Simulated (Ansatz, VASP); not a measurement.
**One calculation of Ge2Sb2O, two programs**

```
CELL_PARAMETERS angstrom
4.71810 0.00000 0.00000
-2.35905 4.08599 0.00000
0.00000 0.00000 7.01365
ATOMIC_POSITIONS crystal
Ge 0.33333 0.66667 0.00000
Ge 0.66667 0.33333 0.00000
Sb 0.00000 0.00000 0.70864
Sb 0.00000 0.00000 0.29136
O 0.00000 0.00000 0.00000
```

Alike in both runs: functional PBE; k mesh 12 × 12 × 6; occupations gaussian, width 0.1 eV; no spin polarisation.

Ansatz relaxed the structure, and its values are those at the end. VASP's run is a single point on that final structure, the one shown.

|  | VASP | Ansatz |
| --- | --- | --- |
| version | VASP 6.6.1 | Ansatz 0.2.0 |
| potentials or method | VASP PAW PBE potentials, release 64 (Ge_d, Sb, O), cutoff 600 eV | scalar-relativistic, plane waves, PAW |
| valence electrons in the cell | 44 | 64 |

```csv
,VASP,Ansatz,Ansatz less VASP
gap on the k mesh at the Fermi level (eV),none,none,-
pressure (GPa),-0.1,0.0,+0.10
rms of the force components (eV/Å),0.004,0.000,-0.0036
```

A gap of «none» marks a metal or a gap that the smearing closes. VASP's potentials hold 44 valence electrons a cell and Ansatz's 64, so a difference there can come from the potentials and not from the codes.

Spin-orbit coupling is off throughout.
